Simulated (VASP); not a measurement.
# Li (Fm-3m) in VASP: phonons with PBE+D3(BJ)

Aim: the phonons of Li with PBE+D3(BJ).

All numbers are computed with VASP 6.6.1; they aren't measurements. Logs are shortened: lines on timing, memory, paths and dates and some standing lists are left out, and cuts for length are marked.

## 1. The cell of the first run

It takes space group Fm-3m (No. 225, cubic). Conventional cell: a = 4.177 Å, b = 4.177 Å, c = 4.177 Å, α = 90.00°, β = 90.00°, γ = 90.00°. Li (site symmetry m-3m) has 12 Li at 2.95 Å within 3.9 Å.

## 2. Phonons, PBE+D3(BJ) (zone-centre modes of this cell by finite displacements)

File INCAR:

```
SYSTEM = Li
ALGO = Normal
EDIFF = 1E-8
ENCUT = 520
GGA = PE
IBRION = 6
ISIF = 2
ISMEAR = 0
IVDW = 12
LASPH = .TRUE.
LCHARG = .TRUE.
LREAL = .FALSE.
LWAVE = .FALSE.
NELM = 100
NFREE = 2
NSW = 1
POTIM = 0.015
PREC = Accurate
SIGMA = 0.15
```

File KPOINTS:

```
k-points
0
G
  16 16 12
  0 0 0
```

File POSCAR:

```
Li
1.0
    0.0000000000     -2.0886081792     -2.0886081792
    0.0000000000      2.0886081792     -2.0886081792
    4.1772163584      0.0000000000      0.0000000000
Li
2
Direct
    0.5000000000      0.5000000000      0.5000000000
    0.0000000000      0.0000000000      0.0000000000
```

Potentials or basis: VASP PAW PBE potentials, release 64 (Li_sv).

On the command line:

```bash
$ cat potpaw_PBE.64/Li_sv/POTCAR > POTCAR
$ mpirun -np 1 vasp_std > vasp.out
```

OUTCAR:

```text
SYSTEM = Li
   EDIFF = 1E-8
   ENCUT = 520
   GGA = PE
   IBRION = 6
   ISIF = 2
   ISMEAR = 0
   IVDW = 12
   LASPH = .TRUE.
   LREAL = .FALSE.
   NELM = 100
   NFREE = 2
   NSW = 1
   POTIM = 0.015
   PREC = Accurate
 IVDW          = 12

 ion  position               nearest neighbor table
   1  0.500  0.500  0.500-
   2  0.000  0.000  0.000-

  LATTYP: Found a simple tetragonal cell.
 ALAT       =     2.9537380135
 C/A-ratio  =     1.4142135624

  Lattice vectors:

 A1 = (   0.0000000000,  -2.0886081792,  -2.0886081792)
 A2 = (   0.0000000000,   2.0886081792,  -2.0886081792)
 A3 = (   4.1772163584,   0.0000000000,   0.0000000000)

Analysis of symmetry for initial positions (statically):
=====================================================================
 Subroutine PRICEL returns following result:

  LATTYP: Found a face centered cubic cell.
 ALAT       =     4.1772163584

  Lattice vectors:

 A1 = (  -2.0886081792,   0.0000000000,   2.0886081792)
 A2 = (  -2.0886081792,  -2.0886081792,   0.0000000000)
 A3 = (  -0.0000000000,  -2.0886081792,   2.0886081792)

   2 primitive cells build up your supercell.

 Routine SETGRP: Setting up the symmetry group for a
 simple tetragonal supercell.

 Subroutine GETGRP returns: Found 16 space group operations
 (whereof 16 operations were pure point group operations)
 out of a pool of 16 trial point group operations.

The static configuration has the point symmetry D_4h.

Analysis of symmetry for dynamics (positions and initial velocities):
=====================================================================
 Subroutine PRICEL returns following result:

  LATTYP: Found a face centered cubic cell.
 ALAT       =     4.1772163584

  Lattice vectors:

 A1 = (  -2.0886081792,   0.0000000000,   2.0886081792)
 A2 = (  -2.0886081792,  -2.0886081792,   0.0000000000)
 A3 = (  -0.0000000000,  -2.0886081792,   2.0886081792)

   2 primitive cells build up your supercell.

 Routine SETGRP: Setting up the symmetry group for a
 simple tetragonal supercell.

 Subroutine GETGRP returns: Found 16 space group operations
 (whereof 16 operations were pure point group operations)
 out of a pool of 16 trial point group operations.

The dynamic configuration has the point symmetry D_4h.

 Subroutine INISYM returns: Found 16 space group operations
 (whereof 16 operations are pure point group operations),
 and found     2 'primitive' translations

----------------------------------------------------------------------------------------

                                     Primitive cell

  volume of cell :      18.2222

  direct lattice vectors                    reciprocal lattice vectors
    -2.088608179  0.000000000  2.088608179    -0.239393872  0.239393872  0.239393872
    -2.088608179 -2.088608179  0.000000000    -0.239393872 -0.239393872 -0.239393872
    -0.000000000 -2.088608179  2.088608179     0.239393872 -0.239393872  0.239393872

  length of vectors
     2.953738014  2.953738014  2.953738014     0.414642350  0.414642350  0.414642350

  position of ions in fractional coordinates (direct lattice)
     0.000000000  0.000000000  1.000000000

  ion indices of the primitive-cell ions
   primitive index   ion index
                 1           1

----------------------------------------------------------------------------------------

 KPOINTS: k-points
[... 29 lines left out ...]
  0.250000  0.000000  0.000000      4.000000
  0.312500  0.000000  0.000000      4.000000
[... 16 lines left out ...]
  0.437500  0.125000  0.000000      8.000000
  0.500000  0.125000  0.000000      4.000000
 [... further k-points ...]
   k-points           NKPTS =    315   k-points in BZ     NKDIM =    315   number of bands    NBANDS=      7
   number of dos      NEDOS =    301   number of ions     NIONS =      2
   total plane-waves  NPLWV =  18432
   dimension x,y,z NGX =    24 NGY =   24 NGZ =   32
   dimension x,y,z NGXF=    48 NGYF=   48 NGZF=   64
   ions per type =               2
   NGX,Y,Z   is equivalent  to a cutoff of  13.51, 13.51, 12.74 a.u.
   NGXF,Y,Z  is equivalent  to a cutoff of  27.02, 27.02, 25.47 a.u.
 SYSTEM =  Li
   PREC   = accura    normal or accurate (medium, high low for compatibility)
   ISTART =      0    job   : 0-new  1-cont  2-samecut
   ICHARG =      2    charge: 1-file 2-atom 10-const
   ISPIN  =      1    spin polarized calculation?
   LNONCOLLINEAR =      F non collinear calculations
   LSORBIT =      F    spin-orbit coupling
   LASPH  =      T    aspherical Exc in radial PAW
   ENCUT  =  520.0 eV  38.22 Ry    6.18 a.u.   5.49  5.49  7.77*2*pi/ulx,y,z
   NELM   =    100;   NELMIN=  2; NELMDL= -5     # of ELM steps
   EDIFF  = 0.1E-07   stopping-criterion for ELM
   LREAL  =      F    real-space projection
   EDIFFG = 0.1E-06   stopping-criterion for IOM
   NSW    =     61    number of steps for IOM
   IBRION =      6    ionic relax: 0-MD 1-quasi-New 2-CG
   NFREE  =      2    steps in history (QN), initial steepest desc. (CG)
   ISIF   =      2    stress and relaxation
   ISYM   =      2    0-nonsym 1-usesym 2-fastsym
   POTIM  = 0.0150    time-step for ionic-motion
   TEBEG  =    0.0;   TEEND  =   0.0 temperature during run
   PSTRESS=    0.0 pullay stress
   NELECT =       6.0000    total number of electrons
   NUPDOWN=      -1.0000    fix difference up-down
   EMIN   =  10.00;   EMAX   =-10.00  energy-range for DOS
   EFERMI =   0.00;   METHOD = LEGACY
   ISMEAR =     0;   SIGMA  =   0.15  broadening in eV -4-tet -1-fermi 0-gaus
   EFERMI_NEDOS =   21; number of points for ismear=-14 and -15
   IALGO  =     38    algorithm
   IMIX   =      4    mixing-type and parameters
     AMIX     =   0.40;   BMIX     =  1.00
     AMIX_MAG =   1.60;   BMIX_MAG =  1.00
  volume/ion in A,a.u.               =      18.22       122.97
  Fermi-wavevector in a.u.,A,eV,Ry     =   0.897253  1.695562 10.953548  0.805063
  Thomas-Fermi vector in A             =   2.019814
   LORBIT       =      0    0 simple, 1 ext, 2 COOP (PROOUT), +10 PAW based schemes
   GGA     = PE    functional components
   LHFCALC =     F    Hartree Fock is set to
   AEXX    =    0.0000 exact exchange contribution
   IVDW    =    12    specifies the selected vdW correction
   LEPSILON=     F    determine dielectric tensor
   LRPA    =     F    only Hartree local field effects (RPA)
 finite differences with symmetry
 non-spin polarized calculation
 Gauss-broadening in eV      SIGMA  =   0.15
  energy-cutoff  :      520.00
  volume of cell :       36.44
 maximum number of plane-waves:      1008
 NGX is ok and might be reduce to    24
   NGX = 11   NGY = 11   NGZ = 15

--------------------------------------- Ionic step        1  -------------------------------------------

 number of electron       5.9999987 magnetization

 Free energy of the ion-electron system (eV)
  ---------------------------------------------------
  ext. energy  EPLUGINS =         0.00000000
  ---------------------------------------------------
  free energy    TOTEN  =        -3.79776127 eV

  energy without entropy =       -3.78661112  energy(sigma->0) =       -3.79218620

------------------------ aborting loop because EDIFF is reached ----------------------------------------

 Edisp (eV)   -0.37626

 E8    (eV) :    -0.1564
[... 151 lines left out ...]
--------------------------------------- Ionic step        5  -------------------------------------------

 number of electron       5.9999988 magnetization

 Free energy of the ion-electron system (eV)
  ---------------------------------------------------
  ext. energy  EPLUGINS =         0.00000000
  ---------------------------------------------------
  free energy    TOTEN  =        -3.79767034 eV

  energy without entropy =       -3.78652078  energy(sigma->0) =       -3.79209556

 E-fermi :   0.9258     XC(G=0):  -7.3087

 val. band max:        0.9256407926   @ k =   0.3750   0.3125   0.3333
 cond. band min:       0.9348515600   @ k =  -0.2500   0.2500   0.4167
 fundamental gap:      0.0092107674
 Fermi energy:         0.9258011113

 k-point     1 :       0.0000    0.0000    0.0000
  band No.  band energies     occupation
      1     -45.4163      2.00000
      2     -45.3797      2.00000
      3      -2.7577      2.00000
      4       2.5465      0.00000
      5       6.0407      0.00000
      6       9.9942      0.00000
      7       9.9942      0.00000
[... 221 lines left out ...]
 k-point    24 :       0.5000    0.1250    0.0000
  band No.  band energies     occupation
      1     -45.3877      2.00000
      2     -45.3871      2.00000
      3       0.5615      1.99941
      4       0.5824      1.99879
      5       6.9967      0.00000
      6       7.0398      0.00000
      7       9.5320      0.00000

 [... further k-points ...]

------------------------ aborting loop because EDIFF is reached ----------------------------------------

 Edisp (eV)   -0.37626

 E8    (eV) :    -0.1564
[... 25 lines left out ...]
  FREE ENERGIE OF THE ION-ELECTRON SYSTEM (eV)
  ---------------------------------------------------
  free  energy   TOTEN  =        -4.1739340204 eV

  energy  without entropy=       -4.1627844611  energy(sigma->0) =       -4.16835924

 INTERNAL STRAIN TENSORS FROM DISPLACED ATOMS
 ============================================

 INTERNAL STRAIN TENSOR FOR ION    1 for displacements in x,y,z  (eV/Angst):
          X           Y           Z          XY          YZ          ZX
  --------------------------------------------------------------------------------
  x     0.00000     0.00000     0.00000     0.00000     0.00000     0.00000
  y     0.00000     0.00000     0.00000     0.00000     0.00000     0.00000
  z     0.00000     0.00000     0.00000     0.00000     0.00000     0.00000

 INTERNAL STRAIN TENSOR FOR ION    2 for displacements in x,y,z  (eV/Angst):
          X           Y           Z          XY          YZ          ZX
  --------------------------------------------------------------------------------
  x     0.00000     0.00000     0.00000     0.00000     0.00000     0.00000
  y     0.00000     0.00000     0.00000     0.00000     0.00000     0.00000
  z     0.00000     0.00000     0.00000     0.00000     0.00000     0.00000

 Eigenvectors and eigenvalues of the dynamical matrix
 ----------------------------------------------------

   1 f  =   11.541412 THz    72.516827 2PiTHz  384.980050 cm-1    47.731421 meV
             X         Y         Z           dx          dy          dz
      2.088608  0.000000 -2.088608     0.707107   -0.000000    0.000000
      0.000000  0.000000  0.000000    -0.707107    0.000000    0.000000
[... 16 lines left out ...]
   5 f  =    0.000000 THz     0.000000 2PiTHz    0.000000 cm-1     0.000000 meV
             X         Y         Z           dx          dy          dz
      2.088608  0.000000 -2.088608     0.000000    0.000000    0.707107
      0.000000  0.000000  0.000000     0.000000    0.000000    0.707107

   6 f/i=    0.000000 THz     0.000001 2PiTHz    0.000003 cm-1     0.000000 meV
             X         Y         Z           dx          dy          dz
      2.088608  0.000000 -2.088608     0.653281   -0.270598    0.000000
      0.000000  0.000000  0.000000     0.653281   -0.270598    0.000000

 ELASTIC MODULI CONTR FROM IONIC RELAXATION (kBar)
 Direction    XX          YY          ZZ          XY          YZ          ZX
 --------------------------------------------------------------------------------
 XX           0.0000      0.0000      0.0000      0.0000      0.0000      0.0000
 YY           0.0000      0.0000      0.0000      0.0000      0.0000      0.0000
 ZZ           0.0000      0.0000      0.0000      0.0000      0.0000      0.0000
 XY           0.0000      0.0000      0.0000      0.0000      0.0000      0.0000
 YZ           0.0000      0.0000      0.0000      0.0000      0.0000      0.0000
 ZX           0.0000      0.0000      0.0000      0.0000      0.0000      0.0000
 --------------------------------------------------------------------------------
```

Run time: 2.4 min. Hardware: 1 thread of Intel Xeon Platinum 8124M at 3.00GHz (Skylake/Cascade Lake), shared host; peak memory 0.3 GiB.

What came out:

| Item | Value |
| --- | --- |
| Highest phonon frequency at Γ | 385 cm⁻¹ |
| Dispersion energy per atom | -0.188 eV |

Phonon frequencies in cm⁻¹ (negative: imaginary):
| q point | frequencies |
| --- | --- |
| (0.000, 0.000, 0.000) | 0 0 0 251 251 385 |

Caveat: the cell differs from its parent crystal (zone-centre modes of this cell by finite displacements).
